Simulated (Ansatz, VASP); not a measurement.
**Two plane-wave programs on CdI2**

```
CELL_PARAMETERS angstrom
4.24701 0.00000 0.00000
-2.12350 3.67802 0.00000
0.00000 0.00000 6.89503
ATOMIC_POSITIONS crystal
Cd 0.00000 0.00000 0.00000
I 0.33333 0.66667 0.24939
I 0.66667 0.33333 0.75061
```

Alike in both runs: task single point; functional LDA; k mesh 6 × 6 × 4; no spin polarisation.

|  | VASP | Ansatz |
| --- | --- | --- |
| version | VASP 6.6.1 | Ansatz 0.2.0 |
| potentials or method | VASP PAW LDA potentials, release 64 (Cd, I) | plane waves |
| plane-wave cutoff (eV) | 500 | 420 |
| occupations | gaussian, width 0.01 eV | fixed |
| valence electrons in the cell | 26 | 54 |

```csv
,VASP,Ansatz,Ansatz less VASP
gap on the k mesh at the Fermi level (eV),2.20,2.19,-0.011
pressure (GPa),-1.9,-2.1,-0.15
rms of the force components (eV/Å),0.116,0.130,+0.0148
```

LDA's correlation is that of Perdew and Zunger in VASP and of Perdew and Wang (1992) in Ansatz. Atom by atom the forces differ by 0.015 eV/Å (rms over components). VASP's potentials hold 26 valence electrons a cell and Ansatz's 54, so a difference there can come from the potentials and not from the codes.

Spin-orbit coupling is off throughout.
